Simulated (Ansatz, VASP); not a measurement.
One calculation of Pt, two programs

```xyz
6
Lattice="0.0000 3.6876 3.6876 3.6876 0.0000 3.6876 3.6876 3.6876 0.0000" Properties=species:S:1:pos:R:3 pbc="T T T"
Pt    2.7657    4.6095    2.7657
Pt    2.7657    2.7657    4.6095
Pt    4.6095    4.6095    4.6095
Pt    4.6095    2.7657    2.7657
Pt    0.0000    0.0000    0.0000
Pt    1.8438    1.8438    1.8438
```

Alike in both runs: functional PBE; k mesh 10 × 10 × 10; occupations gaussian, width 0.1 eV; no spin polarisation.

Ansatz relaxed the structure, and its values are those at the end. VASP's run is a single point on that final structure, the one shown.

```csv
,VASP,Ansatz
version,VASP 6.6.1,Ansatz 0.2.0
potentials or method,"VASP PAW PBE potentials, release 64 (Pt), cutoff 520 eV","scalar-relativistic, plane waves, PAW"
valence electrons in the cell,60,108
```

```tsv
	VASP	Ansatz	Ansatz less VASP
gap on the k mesh at the Fermi level (eV)	none	none	-
pressure (GPa)	-0.4	0.0	+0.44
```

A gap of «none» marks a metal or a gap that the smearing closes. With one functional, cell and mesh, what is left measures potentials, basis and numerics. VASP's potentials hold 60 valence electrons a cell and Ansatz's 108, so a difference there can come from the potentials and not from the codes.

Spin-orbit coupling is off throughout.
